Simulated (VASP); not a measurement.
# AlFe (Pm-3m) in VASP: a series of runs, part 2 of 3

VASP 6.6.1.

## (4) Electric field gradients, PBE, collinear spin, ferromagnetic start

This run uses another cell than the first one, of 12.32 Å³/atom.

Input file INCAR:

```
SYSTEM = AlFe
PREC = Accurate
ENCUT = 520
EDIFF = 1E-8
ISMEAR = -1
SIGMA = 0.05
LREAL = .False.
LASPH = .True.
NELM = 150
ALGO = Normal
ISIF = 2
LWAVE = .False.
LCHARG = .False.
ISPIN = 2
MAGMOM = 0 3
LORBIT = 11
LMAXMIX = 4
GGA = PE
LEFG = .True.
NBANDS = 16
```

Input file KPOINTS:

```
Automatic mesh
0
Gamma
  12 12 12
  0 0 0
```

Input file POSCAR:

```
AlFe
1.0
    2.9100000000      0.0000000000      0.0000000000
    0.0000000000      2.9100000000      0.0000000000
    0.0000000000      0.0000000000      2.9100000000
Al Fe
1 1
Direct
    0.0000000000      0.0000000000      0.0000000000
    0.5000000000      0.5000000000      0.5000000000
```

Potentials or basis: VASP PAW PBE potentials, release 64 (Al, Fe).

Command:

```sh
$ cat potpaw_PBE.64/Al/POTCAR potpaw_PBE.64/Fe/POTCAR > POTCAR
$ mpirun -np 1 vasp_std > vasp.out
```

OUTCAR:

```text
SYSTEM = AlFe
   PREC = Accurate
   ENCUT = 520
   EDIFF = 1E-8
   ISMEAR = -1
   LREAL = .False.
   LASPH = .True.
   NELM = 150
   ISIF = 2
   ISPIN = 2
   LORBIT = 11
   GGA = PE

 ion  position               nearest neighbor table
   1  0.000  0.000  0.000-   2 2.52   2 2.52   2 2.52   2 2.52   2 2.52   2 2.52   2 2.52   2 2.52

   2  0.500  0.500  0.500-   1 2.52   1 2.52   1 2.52   1 2.52   1 2.52   1 2.52   1 2.52   1 2.52

  LATTYP: Found a simple cubic cell.
 ALAT       =     2.9100000000

  Lattice vectors:

 A1 = (   2.9100000000,   0.0000000000,   0.0000000000)
 A2 = (   0.0000000000,   2.9100000000,   0.0000000000)
 A3 = (   0.0000000000,   0.0000000000,   2.9100000000)

Analysis of symmetry for initial positions (statically):
=====================================================================
 Subroutine PRICEL returns:
 Original cell was already a primitive cell.

 Routine SETGRP: Setting up the symmetry group for a
 simple cubic supercell.

 Subroutine GETGRP returns: Found 48 space group operations
 (whereof 48 operations were pure point group operations)
 out of a pool of 48 trial point group operations.

The static configuration has the point symmetry O_h .

Analysis of symmetry for dynamics (positions and initial velocities):
=====================================================================
 Subroutine PRICEL returns:
 Original cell was already a primitive cell.

 Routine SETGRP: Setting up the symmetry group for a
 simple cubic supercell.

[... 1090 lines left out ...]

 [... further k-points ...]
[... 5 lines left out ...]
  --------------------------------------------------------------------------------------
  -------------------------------------------------------------------------------------
  Total       -0.9094237     -0.9094237     -0.9094237     -0.0000000     -0.0000000      0.0000000
  in kB      -59.1286417    -59.1286417    -59.1286417     -0.0000000     -0.0000000      0.0000000
  external PRESSURE =     -59.1286417 kB  Pullay stress =       0.0000000 kB

 VOLUME and BASIS-vectors are now :
 -----------------------------------------------------------------------------
  energy-cutoff  :      520.00
  volume of cell :       24.64
      direct lattice vectors                 reciprocal lattice vectors
     2.910000000  0.000000000  0.000000000     0.343642612  0.000000000  0.000000000
     0.000000000  2.910000000  0.000000000     0.000000000  0.343642612  0.000000000
     0.000000000  0.000000000  2.910000000     0.000000000  0.000000000  0.343642612

 POSITION                                       TOTAL-FORCE (eV/Angst)
 -----------------------------------------------------------------------------------
      0.00000      0.00000      0.00000         0.000000      0.000000      0.000000
      1.45500      1.45500      1.45500         0.000000      0.000000      0.000000
 -----------------------------------------------------------------------------------
    total drift:                                0.000000     -0.000000     -0.000000

  FREE ENERGIE OF THE ION-ELECTRON SYSTEM (eV)
  ---------------------------------------------------
  free  energy   TOTEN  =       -12.6418800046 eV

  energy  without entropy=      -12.6234341835  energy(sigma->0) =      -12.63265709

 Electric field gradients (V/A^2)
---------------------------------------------------------------------
 ion       V_xx      V_yy      V_zz      V_xy      V_xz      V_yz
---------------------------------------------------------------------
   1       0.000    -0.000    -0.000    -0.000     0.000    -0.000
   2       0.000    -0.000     0.000    -0.000    -0.000    -0.000
---------------------------------------------------------------------

 Electric field gradients after diagonalization (V/A^2)
 (convention: |V_zz| > |V_xx| > |V_yy|)
----------------------------------------------------------------------
 ion       V_xx      V_yy      V_zz     asymmetry (V_yy - V_xx)/ V_zz
----------------------------------------------------------------------
   1       0.000    -0.000    -0.000       0.905
   2       0.000    -0.000     0.000      -0.173
----------------------------------------------------------------------

           NMR quadrupolar parameters

 Cq : quadrupolar parameter    Cq=e*Q*V_zz/h
 eta: asymmetry parameters     (V_yy - V_xx)/ V_zz
 Q  : nuclear electric quadrupole moment in mb (millibarn)
----------------------------------------------------------------------
 ion       Cq(MHz)       eta       Q (mb)
----------------------------------------------------------------------
   1      -0.000       0.905       1.000
   2       0.000      -0.173       1.000
----------------------------------------------------------------------

 total charge

# of ion       s       p       d       tot
------------------------------------------
    1        0.395   0.420   0.000   0.815
    2        0.417   0.475   6.450   7.342
--------------------------------------------------
tot          0.812   0.895   6.450   8.157

 magnetization (x)

# of ion       s       p       d       tot
------------------------------------------
    1       -0.009  -0.017   0.000  -0.026
    2       -0.000   0.008   0.777   0.784
--------------------------------------------------
tot         -0.009  -0.009   0.777   0.758
```

OSZICAR:

```text
N       E                     dE             d eps       ncg     rms          rms(c)
DAV:   1     0.309480238036E+02    0.30948E+02   -0.44717E+03  5456   0.698E+02
DAV:   2    -0.126392862807E+02   -0.43587E+02   -0.38853E+02  6240   0.139E+02
DAV:   3    -0.140814551805E+02   -0.14422E+01   -0.14259E+01  6744   0.270E+01
[... 10 lines left out ...]
DAV:  14    -0.126418799187E+02   -0.14437E-05   -0.23965E-06  6872   0.146E-02    0.433E-03
DAV:  15    -0.126418800585E+02   -0.13976E-06   -0.29708E-07  8072   0.416E-03    0.139E-03
DAV:  16    -0.126418800429E+02    0.15571E-07   -0.45698E-08  4448   0.145E-03    0.756E-04
DAV:  17    -0.126418800195E+02    0.23416E-07   -0.60234E-09  3480   0.550E-04    0.307E-04
DAV:  18    -0.126418800029E+02    0.16588E-07   -0.23150E-09  3352   0.292E-04    0.718E-05
DAV:  19    -0.126418800046E+02   -0.16322E-08   -0.21942E-10  3208   0.126E-04
   1 F= -.12641880E+02 E0= -.12632657E+02  d E =-.184458E-01  mag=     0.7372
```

Run time: 33 s. Hardware: 1 thread of Intel Xeon Platinum 8488C (Sapphire Rapids), shared host; peak memory 0.18 GiB.

Results:

```
Free energy                                           : -12.6419 eV
Pressure                                              : -5.9 GPa
Net moment                                            : 0.74 μB per cell
Site moments                                          : Al -0.03; Fe +0.78 μB
Largest electric field gradient by atom               : under 0.05 V/Å² on every atom
Valence electrons inside the program's atomic spheres : Al 0.81; Fe 7.34
```

Levels at points of the mesh, in eV from the Fermi level:
Spin up:
| k point | band 3 | band 4 | band 5 | band 6 | band 7 | band 8 | band 9 | band 10 |
| --- | --- | --- | --- | --- | --- | --- | --- | --- |
| (0.00, 0.00, 0.00) | -2.43 | -0.45 | -0.45 | -0.45 | 6.11 | 6.11 | 6.11 | 9.10 |
| (0.50, 0.00, 0.00) | -1.85 | -1.34 | -1.34 | -0.34 | 0.77 | 8.62 | 10.78 | 10.78 |
| (0.50, 0.50, 0.00) | -2.10 | -2.10 | -1.12 | -1.12 | 0.35 | 3.03 | 3.72 | 12.38 |
| (0.50, 0.50, 0.50) | -3.53 | 0.39 | 0.39 | 2.89 | 2.89 | 2.89 | 3.90 | 5.63 |
Spin down:
```
           k point  band 3  band 4  band 5  band 6  band 7  band 8
(0.00, 0.00, 0.00)   -2.03    0.43    0.43    0.43    6.14    6.14
(0.50, 0.00, 0.00)   -1.38   -0.58   -0.58    0.56    1.31    8.50
(0.50, 0.50, 0.00)   -2.12   -2.12   -0.31   -0.31    0.93    3.40
(0.50, 0.50, 0.50)   -3.10    0.97    0.97    2.96    2.96    2.96
```

Caveat: the cell stands under tension.

## (5) Electric field gradients, PBE, collinear spin, ferromagnetic start (12.57 Å³/atom)

This run uses another cell than the first one, of 12.57 Å³/atom.

Input file INCAR:

```
ALGO = Normal ; EDIFF = 1E-8
ENCUT = 520 ; GGA = PE
ISIF = 2 ; ISMEAR = -1
ISPIN = 2 ; LASPH = T
LCHARG = F ; LEFG = T
LMAXMIX = 4 ; LORBIT = 11
LREAL = F ; LWAVE = F
MAGMOM = 0 3 ; NBANDS = 16
NELM = 150 ; PREC = Accurate
SIGMA = 0.05
```

Input file KPOINTS:

```
k-points
0
Gamma
  12 12 12
```

Input file POSCAR:

```
AlFe
1.0
    2.9292720848      0.0000000000      0.0000000000
    0.0000000000      2.9292720848      0.0000000000
    0.0000000000      0.0000000000      2.9292720848
Al Fe
1 1
Direct
    0.0000000000      0.0000000000      0.0000000000
    0.5000000000      0.5000000000      0.5000000000
```

Potentials or basis: VASP PAW PBE potentials, release 64 (Al, Fe).

Command:

```sh
$ cat potpaw_PBE.64/Al/POTCAR potpaw_PBE.64/Fe/POTCAR > POTCAR
$ mpirun -np 1 vasp_std > vasp.out
```

OUTCAR:

```text
EDIFF = 1E-8
   ENCUT = 520
   GGA = PE
   ISIF = 2
   ISMEAR = -1
   ISPIN = 2
   LASPH = T
   LORBIT = 11
   LREAL = F
   NELM = 150
   PREC = Accurate

 ion  position               nearest neighbor table
   1  0.000  0.000  0.000-   2 2.54   2 2.54   2 2.54   2 2.54   2 2.54   2 2.54   2 2.54   2 2.54

   2  0.500  0.500  0.500-   1 2.54   1 2.54   1 2.54   1 2.54   1 2.54   1 2.54   1 2.54   1 2.54

  LATTYP: Found a simple cubic cell.
 ALAT       =     2.9292720848

  Lattice vectors:

 A1 = (   2.9292720848,   0.0000000000,   0.0000000000)
 A2 = (   0.0000000000,   2.9292720848,   0.0000000000)
 A3 = (   0.0000000000,   0.0000000000,   2.9292720848)

Analysis of symmetry for initial positions (statically):
=====================================================================
 Subroutine PRICEL returns:
 Original cell was already a primitive cell.

 Routine SETGRP: Setting up the symmetry group for a
 simple cubic supercell.

 Subroutine GETGRP returns: Found 48 space group operations
 (whereof 48 operations were pure point group operations)
 out of a pool of 48 trial point group operations.

The static configuration has the point symmetry O_h .

Analysis of symmetry for dynamics (positions and initial velocities):
=====================================================================
 Subroutine PRICEL returns:
 Original cell was already a primitive cell.

 Routine SETGRP: Setting up the symmetry group for a
[... 1091 lines left out ...]
     16      29.0826      0.00000

 [... further k-points ...]
[... 5 lines left out ...]
  --------------------------------------------------------------------------------------
  -------------------------------------------------------------------------------------
  Total       -1.3686176     -1.3686176     -1.3686176     -0.0000000      0.0000000     -0.0000000
  in kB      -87.2395787    -87.2395787    -87.2395787     -0.0000000      0.0000000     -0.0000000
  external PRESSURE =     -87.2395787 kB  Pullay stress =       0.0000000 kB

 VOLUME and BASIS-vectors are now :
 -----------------------------------------------------------------------------
  energy-cutoff  :      520.00
  volume of cell :       25.14
      direct lattice vectors                 reciprocal lattice vectors
     2.929272085  0.000000000  0.000000000     0.341381740  0.000000000  0.000000000
     0.000000000  2.929272085  0.000000000     0.000000000  0.341381740  0.000000000
     0.000000000  0.000000000  2.929272085     0.000000000  0.000000000  0.341381740

 POSITION                                       TOTAL-FORCE (eV/Angst)
 -----------------------------------------------------------------------------------
      0.00000      0.00000      0.00000         0.000000      0.000000      0.000000
      1.46464      1.46464      1.46464         0.000000      0.000000      0.000000
 -----------------------------------------------------------------------------------
    total drift:                                0.000000     -0.000000     -0.000000

  FREE ENERGIE OF THE ION-ELECTRON SYSTEM (eV)
  ---------------------------------------------------
  free  energy   TOTEN  =       -12.6192907349 eV

  energy  without entropy=      -12.6004762370  energy(sigma->0) =      -12.60988349

 Electric field gradients (V/A^2)
---------------------------------------------------------------------
 ion       V_xx      V_yy      V_zz      V_xy      V_xz      V_yz
---------------------------------------------------------------------
   1      -0.000    -0.000     0.000     0.000     0.000     0.000
   2       0.000     0.000     0.000     0.000    -0.000    -0.000
---------------------------------------------------------------------

 Electric field gradients after diagonalization (V/A^2)
 (convention: |V_zz| > |V_xx| > |V_yy|)
----------------------------------------------------------------------
 ion       V_xx      V_yy      V_zz     asymmetry (V_yy - V_xx)/ V_zz
----------------------------------------------------------------------
   1       0.000    -0.000    -0.000       0.426
   2       0.000     0.000     0.000      -0.078
----------------------------------------------------------------------

           NMR quadrupolar parameters

 Cq : quadrupolar parameter    Cq=e*Q*V_zz/h
 eta: asymmetry parameters     (V_yy - V_xx)/ V_zz
 Q  : nuclear electric quadrupole moment in mb (millibarn)
----------------------------------------------------------------------
 ion       Cq(MHz)       eta       Q (mb)
----------------------------------------------------------------------
   1      -0.000       0.426       1.000
   2       0.000      -0.078       1.000
----------------------------------------------------------------------

 total charge

# of ion       s       p       d       tot
------------------------------------------
    1        0.393   0.411   0.000   0.805
    2        0.410   0.461   6.434   7.304
--------------------------------------------------
tot          0.803   0.872   6.434   8.109

 magnetization (x)

# of ion       s       p       d       tot
------------------------------------------
    1       -0.009  -0.018   0.000  -0.027
    2       -0.001   0.007   0.802   0.808
--------------------------------------------------
tot         -0.010  -0.011   0.802   0.781
```

Run time: 33 s. Hardware: 1 thread of Intel Xeon Platinum 8488C (Sapphire Rapids), shared host; peak memory 0.19 GiB.

Results:

| Quantity | Value |
| --- | --- |
| Free energy | -12.6193 eV |
| Pressure | -8.7 GPa |
| Net moment | 0.76 μB per cell |
| Site moments | Al -0.03; Fe +0.81 μB |
| Largest electric field gradient by atom | under 0.05 V/Å² on every atom |
| Valence electrons inside the program's atomic spheres | Al 0.81; Fe 7.30 |

Caveat: the cell stands under tension.

(Continued in part 3 of 3.)
